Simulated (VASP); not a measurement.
AlAu, 2 atoms in the cell. The structure is cubic, space group Pm-3m (No. 221). Conventional cell: a = 3.220 Å, b = 3.220 Å, c = 3.220 Å, α = 90.00°, β = 90.00°, γ = 90.00°. Al (site symmetry m-3m) has 8 Au at 2.79 Å and 6 Al at 3.22 Å within 3.7 Å. Au (site symmetry m-3m) has 8 Al at 2.79 Å and 6 Au at 3.22 Å within 3.7 Å. 

| Quantity | Value |
| --- | --- |
| Program | VASP 6.6.1 |
| Task | relaxation of cell and atoms |
| Functional | LDA |
| Potentials or basis | VASP PAW LDA potentials, release 64 (Al, Au) |
| Cutoff | 600 eV |
| k mesh | 6 × 6 × 6 |
| Occupations | gaussian, width 0.05 eV |
| Spin | no spin polarisation |
| Target pressure | 40 GPa |
| Dipole correction | no |
| Further INCAR settings | ALGO = Normal; EDIFF = 1e-06; IBRION = 2; EDIFFG = -0.03; NSW = 80; ISIF = 3 |

Potentials or basis: VASP PAW LDA potentials, release 64 (Al, Au).

The run is started by

```sh
$ cat potpaw_LDA.64/Al/POTCAR potpaw_LDA.64/Au/POTCAR > POTCAR
$ mpirun -np 1 vasp_std > vasp.out
```

Hardware: 1 thread of Intel Xeon 6975P-C (shared host).

Task: Estimate the wall time of this run.

Result: Wall time 48 s on 1 thread of Intel Xeon 6975P-C (shared host), peak memory 0.16 GiB. Counts: scf iterations 74, k points 20, ion steps 15.
